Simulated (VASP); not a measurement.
A run of VASP 6.6.1:

The input INCAR:

```
PREC = Accurate
ENCUT = 500
EDIFF = 1E-7
ISMEAR = 0
SIGMA = 0.1
LREAL = False
LASPH = True
NELM = 120
ALGO = Normal
ISIF = 3
LWAVE = False
LCHARG = False
GGA = PE
IBRION = 2
NSW = 90
EDIFFG = -0.04
GGA_COMPAT = False
NELMIN = 4
```

The input KPOINTS:

```
regular mesh
0
Gamma
  6 6 4
```

The input POSCAR:

```
Ta2Al3
1.0
    4.3625115600      0.0000000000      0.0000000000
   -2.1812557800      3.7780458400      0.0000000000
    0.0000000000      0.0000000000      5.4822684800
Ta Al
2 3
Direct
    0.0000000000      0.0000000000      0.4319758100
    0.0000000000      0.0000000000      0.8135988200
    0.5000000000      0.0000000000      0.6638710000
    0.0000000000      0.5000000000      0.6638710000
    0.5000000000      0.5000000000      0.6638710000
```

Potentials or basis: VASP PAW PBE potentials, release 64 (Ta_sv_GW, Al).

Launch:

```sh
$ cat potpaw_PBE.64/Ta_sv_GW/POTCAR potpaw_PBE.64/Al/POTCAR > POTCAR
$ mpirun -np 1 vasp_std > vasp.out
```

Hardware: 1 thread of AMD EPYC 9R45 96-Core Processor (Zen 5), on a shared host.

Problem. Estimate the wall time of this run.

Solution. It took 10 min on 1 thread of AMD EPYC 9R45 96-Core Processor (Zen 5), on a shared host, peak memory 0.2 GiB. Counts: scf iterations 343, k points 21, ion steps 19.
